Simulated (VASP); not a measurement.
# SiC3 (R3m) in VASP: a series of runs

SiC3 is run at these levels: PBE, r2SCAN; tasks: single point.

Program: VASP 6.6.1. These are calculated values, not measurements. Logs are shortened: lines on timing, memory, paths and dates and some standing lists are left out, and cuts for length are marked.

## Step 1: The cell of the first run

It takes space group R3m (No. 160, trigonal). Conventional cell: a = 2.748 Å, b = 2.748 Å, c = 14.092 Å, α = 90.00°, β = 90.00°, γ = 120.00°. C (site symmetry 3m) has 3 C at 1.67 Å and 1 Si at 1.89 Å within 2.2 Å. C (site symmetry 3m) has 1 C at 1.53 Å and 3 Si at 1.76 Å within 2.0 Å. Within 2.0 Å of C (site symmetry 3m) lie 4 C at 1.53 to 1.67 Å. Si (site symmetry 3m) has 4 C at 1.76 to 1.89 Å within 2.3 Å.

## Step 2: Single point, PBE (epitaxial xy strain -2.9%)

File INCAR:

```
ALGO = Normal
EDIFF = 1E-6
ENCUT = 520
GGA = PE
ISIF = 2
ISMEAR = -1
LASPH = True
LCHARG = False
LREAL = False
LWAVE = False
NBANDS = 16
NELM = 60
PREC = Accurate
SIGMA = 0.02
```

File KPOINTS:

```
k-points
0
Gamma
  10 10 10
```

File POSCAR:

```
SiC3
1.0
    1.3739617443      0.7932571828      4.6973960637
   -1.3739617443      0.7932571828      4.6973960637
    0.0000000000     -1.5865143660      4.6973960636
C Si
3 1
Direct
    1.0087035159      0.0087035159      0.0087035159
    0.4878149803      0.4878149803      0.4878149803
    0.3789771080      0.3789771080      0.3789771080
    0.8745043958      0.8745043958      0.8745043958
```

Potentials or basis: VASP PAW PBE potentials, release 64 (C, Si).

Launch:

```console
cat potpaw_PBE.64/C/POTCAR potpaw_PBE.64/Si/POTCAR > POTCAR
mpirun -np 1 vasp_std > vasp.out
```

OUTCAR:

```text
EDIFF = 1E-6
   ENCUT = 520
   GGA = PE
   ISIF = 2
   ISMEAR = -1
   LASPH = True
   LREAL = False
   NELM = 60
   PREC = Accurate

 ion  position               nearest neighbor table
   1  0.009  0.009  0.009-   3 1.67   3 1.67   3 1.67   4 1.89
   2  0.488  0.488  0.488-   3 1.53   4 1.76   4 1.76   4 1.76
   3  0.379  0.379  0.379-   2 1.53   1 1.67   1 1.67   1 1.67
   4  0.875  0.875  0.875-   2 1.76   2 1.76   2 1.76   1 1.89

  LATTYP: Found a trigonal (rhomboedric) cell.
 ALAT       =     4.9580800328
 COS(alpha) =     0.8464137943

  Lattice vectors:

 A1 = (   1.3739617443,   0.7932571828,   4.6973960637)
 A2 = (  -1.3739617443,   0.7932571828,   4.6973960637)
 A3 = (   0.0000000000,  -1.5865143660,   4.6973960636)

Analysis of symmetry for initial positions (statically):
=====================================================================
 Subroutine PRICEL returns:
 Original cell was already a primitive cell.

 Routine SETGRP: Setting up the symmetry group for a
 trigonal (rhombohedral) supercell.

 Subroutine GETGRP returns: Found  6 space group operations
 (whereof  6 operations were pure point group operations)
 out of a pool of 12 trial point group operations.

The static configuration has the point symmetry C_3v.

Analysis of symmetry for dynamics (positions and initial velocities):
=====================================================================
 Subroutine PRICEL returns:
 Original cell was already a primitive cell.

 Routine SETGRP: Setting up the symmetry group for a
 trigonal (rhombohedral) supercell.

 Subroutine GETGRP returns: Found  6 space group operations
 (whereof  6 operations were pure point group operations)
 out of a pool of 12 trial point group operations.

The dynamic configuration has the point symmetry C_3v.

 Subroutine INISYM returns: Found  6 space group operations
 (whereof  6 operations are pure point group operations),
 and found     1 'primitive' translations

----------------------------------------------------------------------------------------

                                     Primitive cell

  volume of cell :      30.7183

  direct lattice vectors                    reciprocal lattice vectors
     1.373961744  0.793257183  4.697396064     0.363911151  0.210104201  0.070961300
    -1.373961744  0.793257183  4.697396064    -0.363911151  0.210104201  0.070961300
     0.000000000 -1.586514366  4.697396064     0.000000000 -0.420208402  0.070961300

  length of vectors
     4.958080033  4.958080033  4.958080033     0.426157961  0.426157961  0.426157961

  position of ions in fractional coordinates (direct lattice)
     0.008703516  0.008703516  0.008703516
     0.487814980  0.487814980  0.487814980
     0.378977108  0.378977108  0.378977108
     0.874504396  0.874504396  0.874504396

  ion indices of the primitive-cell ions
   primitive index   ion index
                 1           1
                 2           2
                 3           3
                 4           4

----------------------------------------------------------------------------------------

 KPOINTS: k-points

Automatic generation of k-mesh.
 Grid dimensions read from file:
 generate k-points for:   10   10   10

 Generating k-lattice:

  Cartesian coordinates                     Fractional coordinates (reciprocal lattice)
     0.036391115  0.021010420  0.007096130     0.100000000 -0.000000000 -0.000000000
    -0.036391115  0.021010420  0.007096130    -0.000000000  0.100000000 -0.000000000
     0.000000000 -0.042020840  0.007096130    -0.000000000 -0.000000000  0.100000000

  Length of vectors
     0.042615796  0.042615796  0.042615796

  Shift w.r.t. Gamma in fractional coordinates (k-lattice)
     0.000000000  0.000000000  0.000000000

 Subroutine IBZKPT returns following result:
 ===========================================

 Found    116 irreducible k-points:

 Following reciprocal coordinates:
            Coordinates               Weight
  0.000000  0.000000  0.000000      1.000000
  0.100000 -0.000000  0.000000      6.000000
  0.200000 -0.000000  0.000000      6.000000
  0.300000  0.000000  0.000000      6.000000
  0.400000 -0.000000 -0.000000      6.000000
  0.500000 -0.000000 -0.000000      3.000000
[... 16 lines left out ...]
  0.300000  0.300000  0.000000      6.000000
  0.400000  0.300000  0.000000     12.000000
 [... further k-points ...]
   k-points           NKPTS =    116   k-points in BZ     NKDIM =    116   number of bands    NBANDS=     16
   number of dos      NEDOS =    301   number of ions     NIONS =      4
   total plane-waves  NPLWV =  64000
   dimension x,y,z NGX =    40 NGY =   40 NGZ =   40
   dimension x,y,z NGXF=    80 NGYF=   80 NGZF=   80
   ions per type =               3   1
   NGX,Y,Z   is equivalent  to a cutoff of  13.41, 13.41, 13.41 a.u.
   NGXF,Y,Z  is equivalent  to a cutoff of  26.82, 26.82, 26.82 a.u.
 SYSTEM =  unknown system
   PREC   = accura    normal or accurate (medium, high low for compatibility)
   ISTART =      0    job   : 0-new  1-cont  2-samecut
   ICHARG =      2    charge: 1-file 2-atom 10-const
   ISPIN  =      1    spin polarized calculation?
   LNONCOLLINEAR =      F non collinear calculations
   LSORBIT =      F    spin-orbit coupling
   LASPH  =      T    aspherical Exc in radial PAW
   ENCUT  =  520.0 eV  38.22 Ry    6.18 a.u.   9.22  9.22  9.22*2*pi/ulx,y,z
   NELM   =     60;   NELMIN=  2; NELMDL= -5     # of ELM steps
   EDIFF  = 0.1E-05   stopping-criterion for ELM
   LREAL  =      F    real-space projection
   EDIFFG = 0.1E-04   stopping-criterion for IOM
   NSW    =      0    number of steps for IOM
   IBRION =     -1    ionic relax: 0-MD 1-quasi-New 2-CG
   NFREE  =      0    steps in history (QN), initial steepest desc. (CG)
   ISIF   =      2    stress and relaxation
   ISYM   =      2    0-nonsym 1-usesym 2-fastsym
   POTIM  = 0.5000    time-step for ionic-motion
   TEBEG  =    0.0;   TEEND  =   0.0 temperature during run
   PSTRESS=    0.0 pullay stress
   NELECT =      16.0000    total number of electrons
   NUPDOWN=      -1.0000    fix difference up-down
   EMIN   =  10.00;   EMAX   =-10.00  energy-range for DOS
   EFERMI =   0.00;   METHOD = LEGACY
   ISMEAR =    -1;   SIGMA  =   0.02  broadening in eV -4-tet -1-fermi 0-gaus
   EFERMI_NEDOS =   21; number of points for ismear=-14 and -15
   IALGO  =     38    algorithm
   IMIX   =      4    mixing-type and parameters
     AMIX     =   0.40;   BMIX     =  1.00
     AMIX_MAG =   1.60;   BMIX_MAG =  1.00
  volume/ion in A,a.u.               =       7.68        51.82
  Fermi-wavevector in a.u.,A,eV,Ry     =   1.317192  2.489132 23.606042  1.734995
  Thomas-Fermi vector in A             =   2.447251
   LORBIT       =      0    0 simple, 1 ext, 2 COOP (PROOUT), +10 PAW based schemes
   GGA     = PE    functional components
   LHFCALC =     F    Hartree Fock is set to
   AEXX    =    0.0000 exact exchange contribution
   IVDW    =     0    specifies the selected vdW correction
   LEPSILON=     F    determine dielectric tensor
   LRPA    =     F    only Hartree local field effects (RPA)
 non-spin polarized calculation
  energy-cutoff  :      520.00
  volume of cell :       30.72
 maximum number of plane-waves:       838
 NGX is ok and might be reduce to    40
   NGX = 19   NGY = 19   NGZ = 19

 number of electron      16.0000000 magnetization

 Free energy of the ion-electron system (eV)
  ---------------------------------------------------
  ext. energy  EPLUGINS =         0.00000000
  ---------------------------------------------------
  free energy    TOTEN  =       -30.88916708 eV

  energy without entropy =      -30.88916708  energy(sigma->0) =      -30.88916708

 E-fermi :  10.5657     XC(G=0): -12.2784

 val. band max:       10.0961933112   @ k =   0.0000   0.0000   0.0000
 cond. band min:      11.1460186358   @ k =   0.5000   0.5000   0.0000
 fundamental gap:      1.0498253245
 Fermi energy:        10.5656894294

 k-point     1 :       0.0000    0.0000    0.0000
  band No.  band energies     occupation
      1      -9.2068      2.00000
      2      -4.5533      2.00000
      3      -1.9525      2.00000
      4       7.0899      2.00000
      5       7.0899      2.00000
      6       8.6991      2.00000
[... 8 lines left out ...]
     15      19.2365      0.00000
     16      23.8218      0.00000

 k-point     2 :       0.1000   -0.0000    0.0000
  band No.  band energies     occupation
      1      -8.9923      2.00000
      2      -4.3965      2.00000
      3      -1.7140      2.00000
      4       6.0760      2.00000
      5       6.7730      2.00000
      6       8.4662      2.00000
[... 8 lines left out ...]
     15      19.7968      0.00000
     16      24.1201      0.00000

 k-point     3 :       0.2000   -0.0000    0.0000
  band No.  band energies     occupation
      1      -8.3558      2.00000
      2      -3.9292      2.00000
      3      -1.0423      2.00000
      4       3.9543      2.00000
      5       6.0734      2.00000
      6       6.9559      2.00000
[... 8 lines left out ...]
     15      20.9390      0.00000
     16      22.6588      0.00000

 k-point     4 :       0.3000    0.0000    0.0000
  band No.  band energies     occupation
      1      -7.3230      2.00000
      2      -3.2015      2.00000
      3      -0.2186      2.00000
      4       1.8991      2.00000
      5       4.7141      2.00000
      6       5.3743      2.00000
[... 8 lines left out ...]
     15      21.5491      0.00000
     16      22.4345      0.00000
[... 324 lines left out ...]
 k-point    22 :      -0.2000    0.2000    0.0000
  band No.  band energies     occupation
      1      -6.7798      2.00000
      2      -2.3927      2.00000
      3      -0.4002      2.00000
      4       2.0179      2.00000
      5       3.4895      2.00000
      6       4.4374      2.00000
[... 8 lines left out ...]
     15      21.3936      0.00000
     16      21.9955      0.00000

 k-point    23 :       0.3000    0.3000    0.0000
  band No.  band energies     occupation
      1      -7.2086      2.00000
      2      -3.6957      2.00000
      3       0.2404      2.00000
      4       2.2143      2.00000
      5       4.1235      2.00000
      6       5.1767      2.00000
[... 8 lines left out ...]
     15      22.4962      0.00000
     16      23.2824      0.00000

 k-point    24 :       0.4000    0.3000    0.0000
  band No.  band energies     occupation
      1      -6.3972      2.00000
      2      -3.1601      2.00000
      3      -0.0742      2.00000
      4       1.8730      2.00000
      5       3.4454      2.00000
      6       4.2594      2.00000
[... 8 lines left out ...]
     15      22.8489      0.00000
     16      23.6339      0.00000

 [... further k-points ...]
[... 5 lines left out ...]
  --------------------------------------------------------------------------------------
  -------------------------------------------------------------------------------------
  Total        4.9084637      4.9084637      0.8656036      0.0000000      0.0000000      0.0000000
  in kB      256.0112706    256.0112706     45.1473821      0.0000000      0.0000000      0.0000000
  external PRESSURE =     185.7233078 kB  Pullay stress =       0.0000000 kB

 VOLUME and BASIS-vectors are now :
 -----------------------------------------------------------------------------
  energy-cutoff  :      520.00
  volume of cell :       30.72
      direct lattice vectors                 reciprocal lattice vectors
     1.373961744  0.793257183  4.697396064     0.363911151  0.210104201  0.070961300
    -1.373961744  0.793257183  4.697396064    -0.363911151  0.210104201  0.070961300
     0.000000000 -1.586514366  4.697396064     0.000000000 -0.420208402  0.070961300

 POSITION                                       TOTAL-FORCE (eV/Angst)
 -----------------------------------------------------------------------------------
      0.00000     -0.00000      0.12265         0.000000     -0.000000      0.201749
      0.00000     -0.00000      6.87438         0.000000      0.000000     -0.376630
      0.00000     -0.00000      5.34062         0.000000      0.000000     -0.133112
      0.00000     -0.00000     12.32368         0.000000     -0.000000      0.307993
 -----------------------------------------------------------------------------------
    total drift:                                0.000000      0.000000     -0.000215

  FREE ENERGIE OF THE ION-ELECTRON SYSTEM (eV)
  ---------------------------------------------------
  free  energy   TOTEN  =       -30.8891670830 eV

  energy  without entropy=      -30.8891670830  energy(sigma->0) =      -30.88916708
```

It took 68 s on 1 thread of Intel Xeon 6975P-C (Granite Rapids), shared host; peak memory 0.24 GiB.

Results:

```
Free energy            : -30.8892 eV
Pressure               : 18.6 GPa
Largest force          : 0.377 eV/Å
Band gap on the k mesh : 1.05 eV, indirect (least direct gap 2.84 eV)
```

Forces on the atoms (eV/Å):
```
C    0.000  0.000  0.202
C    0.000  0.000 -0.377
C    0.000  0.000 -0.133
Si   0.000  0.000  0.308
```

Caveat: the cell differs from its parent crystal (epitaxial xy strain -2.9%). A k mesh can miss the band edges.

## Step 3: Single point, PBE (uniaxial z strain -5.2%)

File INCAR:

```
PREC = Accurate
ENCUT = 520
EDIFF = 1E-6
ISMEAR = -1
SIGMA = 0.02
LREAL = F
LASPH = T
NELM = 60
ALGO = Normal
ISIF = 2
LWAVE = F
LCHARG = F
GGA = PE
NBANDS = 16
```

File KPOINTS:

```
Automatic mesh
0
Gamma
  10 10 10
```

File POSCAR:

```
SiC3
1.0
    1.4154339593      0.8172011774      4.4276966196
   -1.4154339593      0.8172011774      4.4276966196
    0.0000000000     -1.6344023549      4.4276966196
C Si
3 1
Direct
    1.0083656995      0.0083656995      0.0083656995
    0.4903070679      0.4903070679      0.4903070679
    0.3781286560      0.3781286560      0.3781286560
    0.8731985767      0.8731985767      0.8731985767
```

Potentials or basis: VASP PAW PBE potentials, release 64 (C, Si).

Launch:

```console
cat potpaw_PBE.64/C/POTCAR potpaw_PBE.64/Si/POTCAR > POTCAR
mpirun -np 1 vasp_std > vasp.out
```

Wall time 65 s (1 thread of Intel Xeon 6975P-C (Granite Rapids), shared host); peak memory 0.21 GiB.

Results (log left out):

```
Free energy            : -30.7553 eV
Pressure               : 22.7 GPa
Largest force          : 0.287 eV/Å
Band gap on the k mesh : 1.86 eV, indirect (least direct gap 3.31 eV)
```

Forces in eV/Å, atoms in the order of the input:
```
C    0.000  0.000  0.287
C    0.000  0.000 -0.239
C    0.000  0.000 -0.209
Si   0.000  0.000  0.161
```

Stress tensor (GPa, compression positive):
```
 8.64  0.00  0.00
 0.00  8.64  0.00
 0.00  0.00 50.93
```

Levels at points of the mesh, in eV from the valence-band top:
```csv
k point,band 5,band 6,band 7,band 8,band 9,band 10,band 11,band 12
"(0.00, 0.00, 0.00)",-3.11,-0.48,0.00,0.00,3.74,4.73,4.73,6.09
"(0.50, 0.00, 0.00)",-6.45,-5.16,-4.88,-2.53,3.25,4.28,7.32,9.42
"(0.50, 0.50, 0.00)",-5.59,-5.03,-1.95,-1.46,1.86,3.08,6.68,7.03
"(0.50, 0.50, 0.50)",-3.01,-3.01,-0.46,-0.46,3.80,5.48,5.48,5.74
```

Caveat: the cell differs from its parent crystal (uniaxial z strain -5.2%). A k mesh can miss the band edges.

(Continued in part 2 of 2.)
